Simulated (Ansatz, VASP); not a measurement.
MgBe2Te2O in VASP and in Ansatz

```
CELL_PARAMETERS angstrom
4.04090 0.00000 0.00000
-2.02045 3.49953 0.00000
0.00000 0.00000 6.78463
ATOMIC_POSITIONS crystal
Mg 0.00000 0.00000 0.50000
Be 0.33333 0.66667 0.33940
Be 0.66667 0.33333 0.66060
Te 0.33333 0.66667 0.73116
Te 0.66667 0.33333 0.26884
O 0.00000 0.00000 0.00000
```

Change from the starting cell: species swapped into the LiCeCu2P2 type (P-3m1, No. 164).

Alike in both runs: task relaxation of cell and atoms; functional PBE; k mesh 6 × 6 × 4; occupations gaussian, width 0.1 eV; no spin polarisation.

|  | VASP | Ansatz |
| --- | --- | --- |
| version | VASP 6.6.1 | Ansatz 0.2.0 |
| potentials or method | VASP PAW PBE potentials, release 64 (Mg, Be, Te, O), cutoff 600 eV | scalar-relativistic, plane waves, PAW |
| valence electrons in the cell | 24 | 52 |

|  | VASP | Ansatz | Ansatz less VASP |
| --- | --- | --- | --- |
| gap on the k mesh at the Fermi level, each at its own relaxed structure (eV) | none | none | - |
| relaxed volume (Å³/atom) | 17.53 | 17.54 | +0.008 |
| relaxed cell length with the largest relative difference (Å) | 3.950 | 3.951 | +0.0010 |

A gap of «none» marks a metal or a gap that the smearing closes. VASP's potentials hold 24 valence electrons a cell and Ansatz's 52, so a difference there can come from the potentials and not from the codes.

Neither program's run includes spin-orbit coupling.
